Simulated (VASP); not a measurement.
A run of VASP 6.6.1 is set up as follows.

The input INCAR:

```
SYSTEM = Al3GaN4
PREC = Accurate
ENCUT = 520
EDIFF = 1E-6
ISMEAR = 0
SIGMA = 0.05
LREAL = .FALSE.
LASPH = .TRUE.
NELM = 80
ALGO = Normal
ISIF = 2
LWAVE = .FALSE.
LCHARG = .FALSE.
GGA = PS
NBANDS = 31
```

KPOINTS

```
Automatic mesh
0
G
  6 6 6
  0 0 0
```

Contents of POSCAR:

```
Al3GaN4
1.0
    4.4071184415     -0.1615208909     -0.1615208909
   -0.1615208909      4.4071184415     -0.1615208909
   -0.1615208909     -0.1615208909      4.4071184415
Al Ga N
3 1 4
Direct
    0.5000000000      0.5000000000      0.0000000000
    0.5000000000      0.0000000000      0.5000000000
    0.0000000000      0.5000000000      0.5000000000
    0.0000000000      0.0000000000      0.0000000000
    0.7447140287      0.7447140287      0.2552859713
    0.7447140287      0.2552859713      0.7447140287
    0.2552859713      0.7447140287      0.7447140287
    0.2552859713      0.2552859713      0.2552859713
```

Potentials or basis: VASP PAW PBE potentials, release 64 (Al, Ga_d, N).

The run is started by

```console
$ cat potpaw_PBE.64/Al/POTCAR potpaw_PBE.64/Ga_d/POTCAR potpaw_PBE.64/N/POTCAR > POTCAR
$ mpirun -np 1 vasp_std > vasp.out
```

What does it give for the band gap on the k mesh?

2.87 eV, direct.

What does it give for the largest force?

1.935 eV/Å.

What does it give for the pressure?

4.5 GPa.

Forces in eV/Å, atoms in the order of the input:
```
Al  -1.039 -1.039 -1.177
Al  -1.039 -1.177 -1.039
Al  -1.177 -1.039 -1.039
Ga  -1.078 -1.078 -1.078
N    1.076  1.076  1.195
N    1.076  1.195  1.076
N    1.195  1.076  1.076
N    0.985  0.985  0.985
```

Caveat: the PAW data sets were made with another functional, which shifts forces and pressure a little. A k mesh can miss the band edges.
